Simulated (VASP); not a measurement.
# Be: single point with r2SCAN

Crystal: Be.

```
Be
1.0
     2.25447    0.00000    0.00000
    -1.12723    1.95243    0.00000
     0.00000    0.00000    7.17988
Be
4
Cartesian
  1.1272 1.9524 7.1799
  -1.1272 1.9524 3.5899
  0.0000 1.3016 1.7950
  1.1272 0.6508 5.3849
```

```json
{"Program": "VASP 6.6.1", "Task": "single point", "Functional": "r2SCAN", "Potentials or basis": "VASP PAW PBE potentials, release 64 (Be)", "Cutoff": "520 eV", "k mesh": "18 × 18 × 5", "Occupations": "fermi-dirac, width 0.1 eV", "Spin": "no spin polarisation", "Dipole correction": "no", "Further INCAR settings": "ALGO = Normal; EDIFF = 1e-06; NBANDS = 12"}
```

* Pressure: 0.2 GPa
* Band gap on the k mesh: zero (bands 4 and 5 overlap by 1.46 eV)

Stress tensor (GPa, compression positive):
```
-0.18  0.00  0.00
 0.00 -0.18  0.00
 0.00  0.00  0.96
```

Levels at points of the mesh, in eV from the Fermi level:
```tsv
k point	band 1	band 2	band 3	band 4	band 5	band 6	band 7	band 8	band 9
(0.00, 0.00, 0.00)	-12.46	-10.16	-10.14	-5.08	0.65	10.85	10.86	17.50	17.50
(0.50, 0.00, 0.00)	-5.50	-4.47	-4.06	-3.03	1.05	1.08	4.35	6.09	7.53
```

Run time: 120 s on 1 thread of Intel(R) Xeon(R) Platinum 8559C (Emerald Rapids), with other jobs on the host, peak memory 0.15 GiB.

Caveat: the PAW data sets were made with another functional, which shifts forces and pressure a little.
